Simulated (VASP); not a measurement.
# ZnO (sol) (P6_3mc) in VASP: notebook, part 4 of 4

VASP 6.6.1.

**6. Single point, PBEsol**

This run uses another cell than the first one, of 11.79 Å³/atom, 0.990 times its volume.

The input, INCAR:

```
SYSTEM = ZnO
  PREC = Accurate
  ENCUT = 520
  EDIFF = 1E-6
  ISMEAR = 0
  SIGMA = 0.01
  LREAL = .False.
  LASPH = .True.
  NELM = 80
  ALGO = Normal
  ISIF = 2
  LWAVE = .False.
  LCHARG = .False.
  GGA = PS
  NBANDS = 26
```

The input, KPOINTS:

```
regular mesh
0
Gamma
  9 9 6
  0 0 0
```

The input, POSCAR:

```
ZnO
1.0
    3.2309096810      0.0000000000      0.0000000000
   -1.6154548405      2.7980498610      0.0000000000
    0.0000000000      0.0000000000      5.2156080124
Zn O
2 2
Direct
    0.3333333333      0.6666666667     -0.0166290137
    0.6666666667      0.3333333333      0.4833709863
    0.3333333333      0.6666666667      0.3986290137
    0.6666666667      0.3333333333      0.8986290137
```

Potentials or basis: VASP PAW PBE potentials, release 64 (Zn, O).

On the command line:

```bash
$ cat potpaw_PBE.64/Zn/POTCAR potpaw_PBE.64/O/POTCAR > POTCAR
$ mpirun -np 1 vasp_std > vasp.out
```

OUTCAR:

```text
SYSTEM = ZnO
   PREC = Accurate
   ENCUT = 520
   EDIFF = 1E-6
   ISMEAR = 0
   LREAL = .False.
   LASPH = .True.
   NELM = 80
   ISIF = 2
   GGA = PS

 ion  position               nearest neighbor table
   1  0.333  0.667  0.983-   4 1.92   4 1.92   4 1.92   3 2.17
   2  0.667  0.333  0.483-   3 1.92   3 1.92   3 1.92   4 2.17
   3  0.333  0.667  0.399-   2 1.92   2 1.92   2 1.92   1 2.17
   4  0.667  0.333  0.899-   1 1.92   1 1.92   1 1.92   2 2.17

  LATTYP: Found a hexagonal cell.
 ALAT       =     3.2309096810
 C/A-ratio  =     1.6142846837

  Lattice vectors:

 A1 = (   3.2309096810,   0.0000000000,   0.0000000000)
 A2 = (  -1.6154548405,   2.7980498610,   0.0000000000)
 A3 = (   0.0000000000,   0.0000000000,   5.2156080124)

Analysis of symmetry for initial positions (statically):
=====================================================================
 Subroutine PRICEL returns:
 Original cell was already a primitive cell.

 Routine SETGRP: Setting up the symmetry group for a
 hexagonal supercell.

 Subroutine GETGRP returns: Found 12 space group operations
 (whereof  6 operations were pure point group operations)
 out of a pool of 24 trial point group operations.

The static configuration has the point symmetry C_3v.
 The point group associated with its full space group is C_6v.

Analysis of symmetry for dynamics (positions and initial velocities):
=====================================================================
 Subroutine PRICEL returns:
 Original cell was already a primitive cell.

 Routine SETGRP: Setting up the symmetry group for a
 hexagonal supercell.

 Subroutine GETGRP returns: Found 12 space group operations
 (whereof  6 operations were pure point group operations)
 out of a pool of 24 trial point group operations.

The dynamic configuration has the point symmetry C_3v.
[... 114 lines left out ...]
   PSTRESS=    0.0 pullay stress
   NELECT =      36.0000    total number of electrons
   NUPDOWN=      -1.0000    fix difference up-down
   EMIN   =  10.00;   EMAX   =-10.00  energy-range for DOS
   EFERMI =   0.00;   METHOD = LEGACY
   ISMEAR =     0;   SIGMA  =   0.01  broadening in eV -4-tet -1-fermi 0-gaus
   EFERMI_NEDOS =   21; number of points for ismear=-14 and -15
   IALGO  =     38    algorithm
   IMIX   =      4    mixing-type and parameters
     AMIX     =   0.40;   BMIX     =  1.00
     AMIX_MAG =   1.60;   BMIX_MAG =  1.00
  volume/ion in A,a.u.               =      11.79        79.55
  Fermi-wavevector in a.u.,A,eV,Ry     =   1.496284  2.827566 30.461604  2.238865
  Thomas-Fermi vector in A             =   2.608320
   LORBIT       =      0    0 simple, 1 ext, 2 COOP (PROOUT), +10 PAW based schemes
   GGA     = PS    functional components
   LHFCALC =     F    Hartree Fock is set to
   AEXX    =    0.0000 exact exchange contribution
   IVDW    =     0    specifies the selected vdW correction
   LEPSILON=     F    determine dielectric tensor
   LRPA    =     F    only Hartree local field effects (RPA)
 non-spin polarized calculation
 Gauss-broadening in eV      SIGMA  =   0.01
  energy-cutoff  :      520.00
  volume of cell :       47.15
 maximum number of plane-waves:      1290
   NGX = 13   NGY = 13   NGZ = 19

 number of electron      36.0000049 magnetization

 Free energy of the ion-electron system (eV)
  ---------------------------------------------------
  ext. energy  EPLUGINS =         0.00000000
  ---------------------------------------------------
  free energy    TOTEN  =       -19.25288640 eV

  energy without entropy =      -19.25288640  energy(sigma->0) =      -19.25288640

 E-fermi :   1.3568     XC(G=0): -11.2299

 val. band max:        1.2172099165   @ k =   0.0000   0.0000   0.0000
 cond. band min:       1.9513182136   @ k =   0.0000   0.0000   0.0000
 fundamental gap:      0.7341082971
 Fermi energy:         1.3568278670

 k-point     1 :       0.0000    0.0000    0.0000
  band No.  band energies     occupation
      1     -17.0213      2.00000
      2     -16.3026      2.00000
      3      -4.8417      2.00000
      4      -4.8417      2.00000
      5      -4.7789      2.00000
      6      -4.7789      2.00000
[... 685 lines left out ...]
     25      14.2475      0.00000
     26      15.6088      0.00000

 [... further k-points ...]
[... 5 lines left out ...]
  --------------------------------------------------------------------------------------
  -------------------------------------------------------------------------------------
  Total        2.0197839      2.0197839     -1.4785328      0.0000000     -0.0000000      0.0000000
  in kB       68.6325738     68.6325738    -50.2407757      0.0000000     -0.0000000      0.0000000
  external PRESSURE =      29.0081240 kB  Pullay stress =       0.0000000 kB

 VOLUME and BASIS-vectors are now :
 -----------------------------------------------------------------------------
  energy-cutoff  :      520.00
  volume of cell :       47.15
      direct lattice vectors                 reciprocal lattice vectors
     3.230909681  0.000000000  0.000000000     0.309510354  0.178695886  0.000000000
    -1.615454840  2.798049861  0.000000000     0.000000000  0.357391773  0.000000000
     0.000000000  0.000000000  5.215608012     0.000000000  0.000000000  0.191732200

 POSITION                                       TOTAL-FORCE (eV/Angst)
 -----------------------------------------------------------------------------------
     -0.00000      1.86537      5.12888         0.000000     -0.000000      0.653171
      1.61545      0.93268      2.52107        -0.000000      0.000000      0.653171
     -0.00000      1.86537      2.07909        -0.000000      0.000000     -0.653171
      1.61545      0.93268      4.68690         0.000000     -0.000000     -0.653171
 -----------------------------------------------------------------------------------
    total drift:                               -0.000001     -0.000001     -0.003171

  FREE ENERGIE OF THE ION-ELECTRON SYSTEM (eV)
  ---------------------------------------------------
  free  energy   TOTEN  =       -19.2528863994 eV

  energy  without entropy=      -19.2528863994  energy(sigma->0) =      -19.25288640
```

OSZICAR:

```text
N       E                     dE             d eps       ncg     rms          rms(c)
DAV:   1     0.298000200210E+03    0.29800E+03   -0.18291E+04  2544   0.203E+03
DAV:   2     0.958988909169E+01   -0.28841E+03   -0.26964E+03  2674   0.417E+02
DAV:   3    -0.215096804110E+02   -0.31100E+02   -0.30694E+02  2748   0.140E+02
DAV:   4    -0.221140205504E+02   -0.60434E+00   -0.60297E+00  2748   0.197E+01
DAV:   5    -0.221170267559E+02   -0.30062E-02   -0.30059E-02  2686   0.145E+00    0.148E+01
DAV:   6    -0.191177160133E+02    0.29993E+01   -0.58253E+00  3998   0.615E+01    0.951E+00
DAV:   7    -0.193018107682E+02   -0.18409E+00   -0.27276E+00  2564   0.162E+01    0.564E+00
DAV:   8    -0.193015796734E+02    0.23109E-03   -0.51277E-01  3558   0.714E+00    0.167E+00
DAV:   9    -0.192510012288E+02    0.50578E-01   -0.96412E-02  3624   0.596E+00    0.368E-01
DAV:  10    -0.192528248392E+02   -0.18236E-02   -0.37875E-02  2530   0.133E+00    0.114E-01
DAV:  11    -0.192528585890E+02   -0.33750E-04   -0.66306E-04  2604   0.245E-01    0.263E-02
DAV:  12    -0.192528895955E+02   -0.31007E-04   -0.25680E-05  2648   0.528E-02    0.215E-02
DAV:  13    -0.192528872844E+02    0.23111E-05   -0.75462E-06  2892   0.566E-02    0.895E-03
DAV:  14    -0.192528863994E+02    0.88501E-06   -0.44112E-06  2506   0.262E-02
   1 F= -.19252886E+02 E0= -.19252886E+02  d E =-.508924E-89
```

stdout:

```text
POSCAR found type information on POSCAR ZnO
 POSCAR found :  2 types and       4 ions
 scaLAPACK will be used
 -----------------------------------------------------------------------------
|                                                                             |
|                                                                             |
|     You enforced a specific xc type in the INCAR file but a different       |
|     I HOPE YOU KNOW WHAT YOU ARE DOING!                                     |
|                                                                             |
 -----------------------------------------------------------------------------

 LDA part: xc-table for (Slater+PW92), standard interpolation
 POSCAR, INCAR and KPOINTS ok, starting setup
 FFT: planning ... GRIDC
 FFT: planning ... GRID_SOFT
 FFT: planning ... GRID
 WAVECAR not read
 entering main loop
```

Run time: 26 s. Hardware: 1 thread of Intel Xeon Platinum 8488C (Sapphire Rapids), shared host; peak memory 0.18 GiB.

Results:

* Free energy: -19.2529 eV
* Pressure: 2.9 GPa
* Largest force: 0.653 eV/Å
* Band gap on the k mesh: 0.73 eV, direct

Forces in eV/Å, atoms in the order of the input:
```
Zn   0.000  0.000  0.653
Zn   0.000  0.000  0.653
O    0.000  0.000 -0.653
O    0.000  0.000 -0.653
```

Stress tensor (GPa, compression positive):
```
 6.86  0.00  0.00
 0.00  6.86  0.00
 0.00  0.00 -5.02
```

Caveat: the PAW data sets were made with another functional, which shifts forces and pressure a little.

**7. The runs side by side**

```csv
cell,k mesh,smearing,gap on the mesh (eV),pressure (GPa),largest force (eV/Å)
"a = 3.250, b = 3.250, c = 5.205 Å, angles 90.0, 90.0, 120.0°, 4 atoms",6 × 6 × 4,gaussian 0.1 eV,0.68,-0.6,0.03
"a = 3.231, b = 3.231, c = 5.216 Å, angles 90.0, 90.0, 120.0°, 4 atoms",9 × 9 × 6,gaussian 0.02 eV,0.69,0.7,-
"a = 3.231, b = 3.231, c = 5.216 Å, angles 90.0, 90.0, 120.0°, 4 atoms",9 × 9 × 6,gaussian 0.01 eV,0.73,2.9,0.65
```

Some of these runs hold the atoms at other places in the same cell, which the table doesn't show; runs alike in all that it shows share one row.

Alike in all rows: task single point; level PBEsol; potentials or basis VASP PAW PBE potentials, release 64 (Zn, O); no spin polarisation; cutoff (eV) 520.

Caveats: the PAW data sets were made with another functional, which shifts forces and pressure a little.

Total energies depend on the potentials used, so only differences within one code and one set of settings carry meaning.
